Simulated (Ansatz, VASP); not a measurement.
# One calculation of CdSe, two programs

```
CELL_PARAMETERS angstrom
0.00000 3.00813 3.00813
3.00813 0.00000 3.00813
3.00813 3.00813 0.00000
ATOMIC_POSITIONS crystal
Cd 0.00000 0.00000 0.00000
Se 0.25000 0.25000 0.25000
```

Change from the starting cell: volume scaled by 0.9405, crystal datasets.

Alike in both runs: task electric field gradients; functional PBE; k mesh 8 × 8 × 8; occupations fermi-dirac, width 0.03 eV; no spin polarisation.

```csv
,VASP,Ansatz
version,VASP 6.6.1,Ansatz 0.2.0
potentials or method,"VASP PAW PBE potentials, release 64 (Cd, Se), cutoff 520 eV","all-electron PAW with datasets made for the crystal, scalar-relativistic"
```

|  | VASP | Ansatz | Ansatz less VASP |
| --- | --- | --- | --- |
| pressure (GPa) | 5.2 | 4.9 | -0.35 |

Ansatz ran all-electron here, and VASP with PAW potentials.
